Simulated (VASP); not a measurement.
Runs of VASP 6.6.1 on AlB2As3. The structure is that of space group Cmmm (No. 65), or close to it. The cells are those of the table. 

| task | cell | k mesh | cutoff (eV) | gap on the mesh (eV) | pressure (GPa) | largest force (eV/Å) |
| --- | --- | --- | --- | --- | --- | --- |
| relaxation of cell and atoms | relaxed from a = 7.364, b = 7.364, c = 4.165 Å, angles 90.0, 90.0, 154.7°, 6 atoms | 6 × 6 × 4 | 600 | none | -0.1 | 0.03 |
| single point | a = 7.331, b = 7.331, c = 4.054 Å, angles 90.0, 90.0, 153.9°, 6 atoms | 6 × 6 × 4 | 520 | none | 0.0 | 0.01 |
| single point | a = 7.364, b = 7.364, c = 4.165 Å, angles 90.0, 90.0, 154.7°, 6 atoms | 4 × 4 × 4 | 520 | none | (a) | 0.01 |
| single point | a = 7.381, b = 7.381, c = 4.068 Å, angles 90.0, 90.0, 154.3°, 6 atoms | 12 × 12 × 10 | 520 | none | 0.1 | 0.01 |
| single point | a = 5.412, b = 5.412, c = 4.375 Å, angles 90.0, 90.0, 122.1°, 6 atoms | 4 × 4 × 4 | 520 | none | -5.9 | (b) |

Alike in all rows: level PBE; potentials or basis VASP PAW PBE potentials, release 64 (Al, B, As); no spin polarisation; smearing gaussian 0.1 eV.

Problem. Fill in the values left out.

Solution. (a) 0.2; (b) 0.87.

Caveats: some runs use coarse meshes.

A k mesh can miss the band edges, and the runs leave out spin-orbit coupling on As.

A gap of «none» marks levels without a gap at the run's occupations.
